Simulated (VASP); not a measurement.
A run of VASP 6.6.1:

Contents of INCAR:

```
SYSTEM = PmSe2
PREC = Accurate ; ENCUT = 600
EDIFF = 1E-6 ; ISMEAR = 0
SIGMA = 0.05 ; LREAL = .FALSE.
LASPH = .TRUE. ; NELM = 200
ALGO = Normal ; ISIF = 2
LWAVE = .FALSE. ; LCHARG = .TRUE.
ISPIN = 2 ; MAGMOM = 4.39 0 0
LORBIT = 11 ; LMAXMIX = 6
GGA = PE ; LELF = .TRUE.
LVHAR = .TRUE. ; NBANDS = 24
GGA_COMPAT = .FALSE.
```

Contents of KPOINTS:

```
Automatic mesh
0
G
  10 10 6
  0 0 0
```

File POSCAR:

```
PmSe2
1.0
    4.3014379792      0.0000000000      0.0000000000
   -2.1507189896      3.7251545628      0.0000000000
    0.0000000000      0.0000000000      6.5212474878
Pm Se
1 2
Direct
    0.0000000000      0.0000000000      0.0000000000
    0.3333333333      0.6666666667      0.2246776375
    0.6666666667      0.3333333333      0.7753223625
```

Potentials or basis: VASP PAW PBE potentials, release 64 (Pm, Se).

Command:

```console
$ cat potpaw_PBE.64/Pm/POTCAR potpaw_PBE.64/Se/POTCAR > POTCAR
$ mpirun -np 1 vasp_std > vasp.out
```

Hardware: 1 thread of Intel Xeon 8259CL (shared host).

Q: Estimate the wall time of this run.

A: Run time: 52 min on 1 thread of Intel Xeon 8259CL (shared host), peak memory 0.58 GiB. Counts: scf iterations 61, k points 72.
